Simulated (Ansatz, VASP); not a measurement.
**One calculation of Re, two programs**

The input INCAR:

```
ALGO     = Normal         # electronic algorithm
EDIFF    = 1E-6           # SCF threshold, eV
EDIFFG   = -0.01          # ionic threshold
ENCUT    = 600            # plane-wave cutoff, eV
GGA      = RE             # functional
IBRION   = 2              # ionic algorithm
ISIF     = 3              # what is computed and relaxed
ISMEAR   = -1             # smearing method
IVDW     = 12             # dispersion correction
LASPH    = T              # aspherical terms in the spheres
LCHARG   = F              # write CHGCAR
LREAL    = F              # projectors in reciprocal space
LWAVE    = F              # write WAVECAR
NELM     = 100            # most SCF steps
NSW      = 60             # ionic steps
PREC     = Accurate       # precision mode
SIGMA    = 0.05           # smearing width, eV
```

Contents of KPOINTS:

```
k-points
0
Gamma
  11 11 3
```

The input POSCAR:

```
Re
1.0
    2.7663873939      0.0000000000      0.0000000000
   -1.3831936969      2.3957617598      0.0000000000
    0.0000000000      0.0000000000      8.9388451600
Re
4
Direct
    0.6666666667      0.3333333333      0.7500000000
    0.0000000000      0.0000000000      0.5000000000
    0.3333333333      0.6666666667      0.2500000000
    0.0000000000      0.0000000000      0.0000000000
```

The input input.yaml:

```yaml
crystal:
  lattice:
    - [2.7663873939, 0.0, 0.0]
    - [-1.3831936969, 2.3957617598, 0.0]
    - [0.0, 0.0, 8.93884516]
  atoms:
    - { symbol: Re, position: [0.6666666667, 0.3333333333, 0.75] }
    - { symbol: Re, position: [0.0, 0.0, 0.5] }
    - { symbol: Re, position: [0.3333333333, 0.6666666667, 0.25] }
    - { symbol: Re, position: [0.0, 0.0, 0.0] }
hamiltonian:
  xc: revpbe
  pseudopotentials: { kind: paw }
  dispersion: d3bj
kpoints:
  mp_grid: { grid: [11, 11, 3] }
scf:
  occupations: { method: fermi_dirac, width: 0.05 }
output:
  forces: true
  stress: true
relax:
  f_tol: 0.01
  max_steps: 40
  cell: { stress_tol: 0.05 }
```

Alike in both runs: task relaxation of cell and atoms; functional revPBE; dispersion D3(BJ); k mesh 11 × 11 × 3; occupations fermi-dirac, width 0.05 eV; no spin polarisation.

|  | VASP | Ansatz |
| --- | --- | --- |
| version | VASP 6.6.1 | Ansatz 0.2.0 |
| potentials or method | VASP PAW PBE potentials, release 64 (Re) | Ansatz PAW |
| plane-wave cutoff (eV) | 600 | 420 |
| valence electrons in the cell | 28 | 60 |

VASP gave:

| Item | Value |
| --- | --- |
| relaxed volume (Å³/atom) | 14.52 |
| relaxed cell length with the largest relative difference (Å) | 8.886 |

Question: Which values does Ansatz return?

Answer: Relaxed volume (Å³/atom): 14.53; relaxed cell length with the largest relative difference (Å): 8.889.

VASP's potentials were made for PBE, not for revPBE. VASP's potentials hold 28 valence electrons a cell and Ansatz's 60, so a difference there can come from the potentials and not from the codes.

Spin-orbit coupling is off throughout. Noted on VASP's run: too few bands were computed for a metal, which touches its energy and stress. Noted on Ansatz's run: the plane-wave basis is chosen anew once the cell has moved, so the energies of steps on either side of that aren't comparable.
